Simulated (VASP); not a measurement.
A run of VASP 6.6.1 is set up as follows.

INCAR

```
SYSTEM = MgBe2Te2O
ALGO = Normal ; EDIFF = 1E-6
EDIFFG = -0.01 ; ENCUT = 600
GGA = PE ; IBRION = 2
ISIF = 3 ; ISMEAR = 0
LASPH = .True. ; LCHARG = .False.
LREAL = .False. ; LWAVE = .False.
NELM = 80 ; NSW = 100
PREC = Accurate ; SIGMA = 0.1
```

KPOINTS

```
k-points
0
Gamma
  10 10 4
  0 0 0
```

The input POSCAR:

```
MgBe2Te2O
1.0
    3.6739164397      0.0000000000      0.0000000000
    0.0000000000      3.6739164397      0.0000000000
    0.0000000000      0.0000000000     10.0934969135
Mg Be Te O
1 2 2 1
Direct
    0.0000000000      0.0000000000      0.6060688736
    0.5000000000      0.0000000000      0.1458968895
    0.0000000000      0.5000000000      0.1458968895
    0.5000000000      0.5000000000      0.7000950019
    0.0000000000      0.0000000000      0.3037244719
    0.5000000000      0.5000000000      0.0983179236
```

Potentials or basis: VASP PAW PBE potentials, release 64 (Mg, Be, Te, O).

Run with:

```bash
$ cat potpaw_PBE.64/Mg/POTCAR potpaw_PBE.64/Be/POTCAR potpaw_PBE.64/Te/POTCAR potpaw_PBE.64/O/POTCAR > POTCAR
$ mpirun -np 1 vasp_std > vasp.out
```

**Question.** Estimate the relaxed cell.

**Answer.** a = 3.680 Å, b = 3.680 Å, c = 10.075 Å, α = 90.00°, β = 90.00°, γ = 90.00°.

**Question.** What does it give for the relaxed volume?

**Answer.** 22.74 Å³/atom.

**Question.** Estimate the band gap on the k mesh.

**Answer.** Zero (bands 12 and 13 overlap by 0.59 eV).

Final structure:
```
Mg Be Te O
1.0
     3.67970    0.00000    0.00000
     0.00000    3.67970    0.00000
     0.00000    0.00000   10.07527
Mg Be Te O
1 2 2 1
Cartesian
  0.0000 0.0000 6.1198
  1.8399 0.0000 1.4695
  3.6797 1.8399 1.4695
  1.8399 1.8399 7.0390
  0.0000 0.0000 3.0640
  1.8399 1.8399 0.9887
```

Caveat: semilocal functionals underestimate gaps, so a narrow gap can read as zero; spin-orbit coupling is left out, which moves the levels of the heavy elements.
